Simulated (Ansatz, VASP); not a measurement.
KCl in VASP and in Ansatz

The input POSCAR:

```
KCl
1.0
    0.0000000000      3.5072828324      3.5072828324
    3.5072828324      0.0000000000      3.5072828324
    3.5072828324      3.5072828324      0.0000000000
K Cl
1 1
Direct
    0.0000000000      0.0000000000      0.0000000000
    0.2500000000      0.2500000000      0.2500000000
```

Contents of INCAR.step1:

```
SYSTEM = KCl
ALGO = Normal ; EDIFF = 1E-5
ENCUT = 520 ; GGA = PE
ISIF = 2 ; ISMEAR = 0
LASPH = .True. ; LCHARG = .False.
LREAL = .False. ; LWAVE = .True.
NBANDS = 15 ; NELM = 100
PREC = Accurate ; SIGMA = 0.01
```

File INCAR.step2:

```
SYSTEM = KCl
ALGO = Normal ; EDIFF = 1E-6
ENCUT = 520 ; GGA = PE
HFSCREEN = 0.2079 ; ISIF = 2
ISMEAR = 0 ; ISTART = 1
LASPH = .True. ; LCHARG = .False.
LHFCALC = .True. ; LREAL = .False.
LWAVE = .False. ; NBANDS = 15
NELM = 100 ; PREC = Accurate
PRECFOCK = Normal ; SIGMA = 0.01
```

KPOINTS

```
k-points
0
Gamma
  4 4 4
  0 0 0
```

Input for Ansatz:

```yaml
crystal:
  lattice:
    - [0.0, 3.5072828324, 3.5072828324]
    - [3.5072828324, 0.0, 3.5072828324]
    - [3.5072828324, 3.5072828324, 0.0]
  atoms:
    - { symbol: K, position: [0.0, 0.0, 0.0] }
    - { symbol: Cl, position: [0.25, 0.25, 0.25] }
kpoints:
  mp_grid: { grid: [4, 4, 4] }
hamiltonian:
  xc: hse06
scf:
  occupations: { method: fixed }
  n_extra_bands: 4
output:
  forces: true
  stress: true
  eigenvalues: true
```

Alike in both runs: task single point; functional HSE06; k mesh 4 × 4 × 4; no spin polarisation.

```csv
,VASP,Ansatz
version,VASP 6.6.1,Ansatz 0.2.0
potentials or method,"VASP PAW PBE potentials, release 64 (K_sv, Cl)","plane waves, PAW"
plane-wave cutoff (eV),520,420
occupations,"gaussian, width 0.01 eV",fixed
valence electrons in the cell,16,16
```

```tsv
	VASP	Ansatz	Ansatz less VASP
gap on the k mesh at the Fermi level (eV)	6.02	6.02	+0.001
pressure (GPa)	0.2	0.1	-0.02
```

Ansatz's warnings: stress exchange threshold loose, stress scf threshold loose.
